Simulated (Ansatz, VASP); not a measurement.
# Tl in VASP and in Ansatz

```
CELL_PARAMETERS angstrom
3.43280 0.00000 0.00000
-1.71640 2.97290 0.00000
0.00000 0.00000 5.48792
ATOMIC_POSITIONS crystal
Tl 0.66667 0.33333 0.75000
Tl 0.33333 0.66667 0.25000
```

Change from the starting cell: volume scaled by 0.98.

Alike in both runs: task single point; functional LDA; k mesh 9 × 9 × 5; occupations fermi-dirac, width 0.05 eV; no spin polarisation.

```csv
,VASP,Ansatz
version,VASP 6.6.1,Ansatz 0.2.0
potentials or method,"VASP PAW LDA potentials, release 64 (Tl_d), cutoff 520 eV","all-electron LAPW, scalar-relativistic"
```

Ansatz gave:

- gap on the k mesh at the Fermi level (eV): none
- pressure (GPa): -0.8
- traceless stress, the component that is largest in VASP (GPa): 0.86

**Question.** What did VASP give for the same quantities?

**Answer.** gap on the k mesh at the Fermi level (eV): none; pressure (GPa): -0.8; traceless stress, the component that is largest in VASP (GPa): 0.89.

LDA's correlation is that of Perdew and Zunger in VASP and of Perdew and Wang (1992) in Ansatz. A gap of «none» marks a metal or a gap that the smearing closes. Ansatz ran all-electron here, and VASP with PAW potentials.

Neither program's run includes spin-orbit coupling.
